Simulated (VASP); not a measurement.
A run of VASP 6.6.1 is set up as follows.

File INCAR:

```
SYSTEM = F
ALGO = Normal
EDIFF = 1E-6
ENCUT = 520
GGA = PS
ISIF = 2
ISMEAR = 0
LASPH = .TRUE.
LCHARG = .TRUE.
LELF = .TRUE.
LREAL = .FALSE.
LVHAR = .TRUE.
LWAVE = .FALSE.
NBANDS = 22
NELM = 100
PREC = Accurate
SIGMA = 0.05
```

Contents of KPOINTS:

```
k-points
0
G
  4 4 2
  0 0 0
```

POSCAR

```
F
1.0
    3.1757665618     -1.7394662014     -0.2449425141
    3.1757665618      1.7394662014     -0.2449425141
   -2.4136018712      0.0000000000      6.9767187761
F
4
Direct
    0.0848459664      0.0848459664      0.0940038325
    0.9151540336      0.9151540336      0.9059961675
    0.5015719855      0.5015719855      0.5937195244
    0.4984280145      0.4984280145      0.4062804756
```

Potentials or basis: VASP PAW PBE potentials, release 64 (F).

Command:

```bash
$ cat potpaw_PBE.64/F/POTCAR > POTCAR
$ mpirun -np 1 vasp_std > vasp.out
```

Estimate the band gap on the k mesh.

3.31 eV, indirect (least direct gap 3.41 eV).

Estimate the pressure.

2.4 GPa.

What does it give for the largest force?

1.445 eV/Å.

Forces on the atoms (eV/Å):
```
F    0.659  0.000  1.280
F   -0.659  0.000 -1.280
F   -0.453  0.000  1.372
F    0.453  0.000 -1.372
```

Caveat: the k points lie up to 0.53 Å⁻¹ apart; the PAW data sets were made with another functional, which shifts forces and pressure a little. A k mesh can miss the band edges.
